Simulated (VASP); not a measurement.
# Si3S (Im-3m) in VASP: a series of runs, part 2 of 2

VASP 6.6.1. Earlier steps stand in the parts before.

**4. Single point, PBE**

INCAR reads:

```
SYSTEM = Si3S
  PREC = Accurate
  ENCUT = 520
  EDIFF = 1E-6
  ISMEAR = 0
  SIGMA = 0.1
  LREAL = .False.
  LASPH = .True.
  NELM = 100
  ALGO = Normal
  ISIF = 2
  LWAVE = .False.
  LCHARG = .False.
  GGA = PE
  NBANDS = 17
```

KPOINTS reads:

```
regular mesh
0
Gamma
  4 4 4
  0 0 0
```

POSCAR reads:

```
Si3S
1.0
   -2.5267865183      2.5267865183      2.5267865183
    2.5267865183     -2.5267865183      2.5267865183
    2.5267865183      2.5267865183     -2.5267865183
Si S
3 1
Direct
    0.0000000000      0.5000000000      0.5000000000
    0.5000000000      0.0000000000      0.5000000000
    0.5000000000      0.5000000000      0.0000000000
    0.0000000000      0.0000000000      0.0000000000
```

Potentials or basis: VASP PAW PBE potentials, release 64 (Si, S).

Run with:

```console
$ cat potpaw_PBE.64/Si/POTCAR potpaw_PBE.64/S/POTCAR > POTCAR
$ mpirun -np 1 vasp_std > vasp.out
```

OUTCAR:

```text
SYSTEM = Si3S
   PREC = Accurate
   ENCUT = 520
   EDIFF = 1E-6
   ISMEAR = 0
   LREAL = .False.
   LASPH = .True.
   NELM = 100
   ISIF = 2
   GGA = PE

 ion  position               nearest neighbor table
   1  0.000  0.500  0.500-   2 2.53   3 2.53   4 2.53   4 2.53   3 2.53   2 2.53
   2  0.500  0.000  0.500-   1 2.53   3 2.53   4 2.53   3 2.53   4 2.53   1 2.53
   3  0.500  0.500  0.000-   1 2.53   2 2.53   4 2.53   2 2.53   1 2.53   4 2.53
   4  0.000  0.000  0.000-   1 2.53   2 2.53   3 2.53   1 2.53   2 2.53   3 2.53

  LATTYP: Found a body centered cubic cell.
 ALAT       =     5.0535730366

  Lattice vectors:

 A1 = (  -2.5267865183,   2.5267865183,   2.5267865183)
 A2 = (   2.5267865183,  -2.5267865183,   2.5267865183)
 A3 = (   2.5267865183,   2.5267865183,  -2.5267865183)

Analysis of symmetry for initial positions (statically):
=====================================================================
 Subroutine PRICEL returns:
 Original cell was already a primitive cell.

 Routine SETGRP: Setting up the symmetry group for a
 body centered cubic supercell.

 Subroutine GETGRP returns: Found 48 space group operations
 (whereof 48 operations were pure point group operations)
[... 156 lines left out ...]
 fundamental gap:      0.0947293332
 Fermi energy:         8.0074628354

 k-point     1 :       0.0000    0.0000    0.0000
  band No.  band energies     occupation
      1      -7.0701      2.00000
      2      -0.3095      2.00000
      3       3.2215      2.00000
      4       3.2215      2.00000
      5       3.2215      2.00000
      6       4.8372      2.00000
[... 137 lines left out ...]
      4       0.9503      2.00000
      5       0.9503      2.00000
      6       0.9503      2.00000
[... 9 lines left out ...]
     16      15.7763      0.00000
     17      17.9822      0.00000

------------------------ aborting loop because EDIFF is reached ----------------------------------------

  FORCE on cell =-STRESS in cart. coord.  units (eV):
  Direction    XX          YY          ZZ          XY          YZ          ZX
  --------------------------------------------------------------------------------------
  -------------------------------------------------------------------------------------
  Total       -0.0891390     -0.0891390     -0.0891390      0.0000000     -0.0000000      0.0000000
  in kB       -2.2131591     -2.2131591     -2.2131591      0.0000000     -0.0000000      0.0000000
  external PRESSURE =      -2.2131591 kB  Pullay stress =       0.0000000 kB

 VOLUME and BASIS-vectors are now :
 -----------------------------------------------------------------------------
  energy-cutoff  :      520.00
  volume of cell :       64.53
      direct lattice vectors                 reciprocal lattice vectors
    -2.526786518  2.526786518  2.526786518     0.000000000  0.197879796  0.197879796
     2.526786518 -2.526786518  2.526786518     0.197879796  0.000000000  0.197879796
     2.526786518  2.526786518 -2.526786518     0.197879796  0.197879796  0.000000000

 POSITION                                       TOTAL-FORCE (eV/Angst)
 -----------------------------------------------------------------------------------
      2.52679      0.00000      0.00000        -0.000000     -0.000000      0.000000
      0.00000      2.52679      0.00000         0.000000      0.000000     -0.000000
      0.00000      0.00000      2.52679        -0.000000      0.000000     -0.000000
      0.00000      0.00000      0.00000         0.000000     -0.000000     -0.000000
 -----------------------------------------------------------------------------------
    total drift:                                0.000000      0.000000     -0.000000

  FREE ENERGIE OF THE ION-ELECTRON SYSTEM (eV)
  ---------------------------------------------------
  free  energy   TOTEN  =       -19.9440732005 eV

  energy  without entropy=      -19.9302036167  energy(sigma->0) =      -19.93713841
```

OSZICAR:

```text
N       E                     dE             d eps       ncg     rms          rms(c)
DAV:   1     0.358195675707E+02    0.35820E+02   -0.75458E+03   272   0.909E+02
DAV:   2    -0.177524068555E+02   -0.53572E+02   -0.50415E+02   370   0.136E+02
DAV:   3    -0.200096555614E+02   -0.22572E+01   -0.22217E+01   352   0.257E+01
DAV:   4    -0.200272438478E+02   -0.17588E-01   -0.17580E-01   343   0.287E+00
DAV:   5    -0.200274251240E+02   -0.18128E-03   -0.18127E-03   364   0.273E-01    0.930E+00
DAV:   6    -0.199692503778E+02    0.58175E-01   -0.26208E-02   333   0.873E-01    0.570E+00
DAV:   7    -0.199437152199E+02    0.25535E-01   -0.64330E-02   323   0.141E+00    0.375E-01
DAV:   8    -0.199440223141E+02   -0.30709E-03   -0.55960E-03   339   0.458E-01    0.858E-02
DAV:   9    -0.199440505633E+02   -0.28249E-04   -0.15811E-04   364   0.760E-02    0.473E-02
DAV:  10    -0.199440735747E+02   -0.23011E-04   -0.34008E-05   322   0.366E-02    0.151E-02
DAV:  11    -0.199440732005E+02    0.37420E-06   -0.15276E-06   266   0.701E-03
   1 F= -.19944073E+02 E0= -.19937138E+02  d E =-.138696E-01
```

stdout:

```text
POSCAR found type information on POSCAR SiS
 POSCAR found :  2 types and       4 ions
 scaLAPACK will be used
 LDA part: xc-table for (Slater+PW92), standard interpolation
 POSCAR, INCAR and KPOINTS ok, starting setup
 FFT: planning ... GRIDC
 FFT: planning ... GRID_SOFT
 FFT: planning ... GRID
 WAVECAR not read
 entering main loop
```

Wall time 5.9 s (1 thread of AMD EPYC 9R45 (Zen 5), shared host); peak memory 0.16 GiB.

Results:

- Free energy: -19.9441 eV
- Pressure: -0.2 GPa
- Band gap on the k mesh: zero (band 9 reaches 9.22 eV, above the bottom of band 10 at 5.47 eV)

Caveat: the k points lie up to 0.44 Å⁻¹ apart.

**5. Relaxation of cell and atoms, PBE**

This run uses another cell than the first one, of 20.02 Å³/atom, 1.243 times its volume.

INCAR reads:

```
ALGO     = Normal         # electronic algorithm
EDIFF    = 1E-6           # SCF threshold, eV
EDIFFG   = -0.04          # ionic threshold
ENCUT    = 600            # plane-wave cutoff, eV
GGA      = PE             # functional
IBRION   = 2              # ionic algorithm
ISIF     = 3              # what is computed and relaxed
ISMEAR   = 0              # smearing method
LASPH    = T              # aspherical terms in the spheres
LCHARG   = F              # write CHGCAR
LREAL    = F              # projectors in reciprocal space
LWAVE    = F              # write WAVECAR
NELM     = 100            # most SCF steps
NSW      = 90             # ionic steps
PREC     = Accurate       # precision mode
SIGMA    = 0.1            # smearing width, eV
```

KPOINTS reads:

```
k-points
0
Gamma
  4 4 4
```

POSCAR reads:

```
Si3S
1.0
   -2.7153408900      2.7153408900      2.7153408900
    2.7153408900     -2.7153408900      2.7153408900
    2.7153408900      2.7153408900     -2.7153408900
Si S
3 1
Direct
    0.0000000000      0.5000000000      0.5000000000
    0.5000000000      0.0000000000      0.5000000000
    0.5000000000      0.5000000000      0.0000000000
    0.0000000000      0.0000000000      0.0000000000
```

Run with:

```console
$ cat potpaw_PBE.64/Si/POTCAR potpaw_PBE.64/S/POTCAR > POTCAR
$ mpirun -np 1 vasp_std > vasp.out
```

Run time: 18 s. Hardware: 1 thread of AMD EPYC 9R45 (Zen 5), shared host; peak memory 0.2 GiB.

It converged, with:

* Free energy: -19.9453 eV
* Relaxed volume: 16.08 Å³/atom
* Relaxed cell: a = 4.372 Å, b = 4.372 Å, c = 4.372 Å, α = 109.47°, β = 109.47°, γ = 109.47°
* Space group after relaxing (to 0.05 Å): Im-3m (No. 229)
* Energy gained by relaxing: 185.3 meV/atom
* Ionic steps: 3
* Pressure after relaxing: 0.1 GPa
* Band gap on the k mesh: zero (band 9 reaches 9.25 eV, above the bottom of band 10 at 5.50 eV)

Step by step:
```csv
step,energy change (eV),largest force (eV/Å),pressure (GPa),volume (Å³)
1,0.0000,0.0000,-12.26,80.08
2,-0.7385,0.0000,1.08,63.61
3,-0.7410,0.0000,0.08,64.31
```

Final structure:
```yaml
crystal:
  lattice:
    - [-2.52392, 2.52392, 2.52392]
    - [2.52392, -2.52392, 2.52392]
    - [2.52392, 2.52392, -2.52392]
  atoms:
    - { symbol: Si, position: [0.00000, 0.50000, 0.50000] }
    - { symbol: Si, position: [0.50000, 0.00000, 0.50000] }
    - { symbol: Si, position: [0.50000, 0.50000, 0.00000] }
    - { symbol: S, position: [0.00000, 0.00000, 0.00000] }
```

Levels at points of the mesh, in eV from the Fermi level:
| k point | band 5 | band 6 | band 7 | band 8 | band 9 | band 10 | band 11 | band 12 | band 13 |
| --- | --- | --- | --- | --- | --- | --- | --- | --- | --- |
| (0.00, 0.00, 0.00) | -4.80 | -3.16 | -3.16 | -2.55 | -2.55 | -2.55 | 1.86 | 1.86 | 1.86 |
| (0.50, 0.00, 0.00) | -5.51 | -3.71 | -1.92 | -1.04 | 0.06 | 0.55 | 2.37 | 3.33 | 5.26 |
| (0.50, 0.50, 0.50) | -7.08 | -7.08 | -0.72 | -0.72 | -0.72 | 1.26 | 5.43 | 5.43 | 5.43 |

Caveat: the k points lie up to 0.44 Å⁻¹ apart in the final cell; the volume moved by over 15 % at a fixed basis, so the end points are rough.

**6. Summary**

```tsv
task	cell	k mesh	cutoff (eV)	gap on the mesh (eV)	pressure (GPa)	relaxed volume (Å³/atom)
single point	a = 4.374 Å, angles 109.5°, 4 atoms	14 × 14 × 14	520	none	0.0	-
relaxation of cell and atoms	relaxed from a = 4.368 Å, angles 109.5°, 4 atoms	14 × 14 × 14	600	none	0.0	16.10
single point	a = 4.377 Å, angles 109.5°, 4 atoms	4 × 4 × 4	520	none	-0.2	-
relaxation of cell and atoms	relaxed from a = 4.703 Å, angles 109.5°, 4 atoms	4 × 4 × 4	600	none	0.1	16.08
```

Alike in all rows: level PBE; potentials or basis VASP PAW PBE potentials, release 64 (Si, S); no spin polarisation; smearing gaussian 0.1 eV.

Caveats: some runs use coarse meshes; the volume moved by over 15 % at a fixed basis, so the end points are rough (some runs).

Total energies depend on the potentials used, so only differences within one code and one set of settings carry meaning.
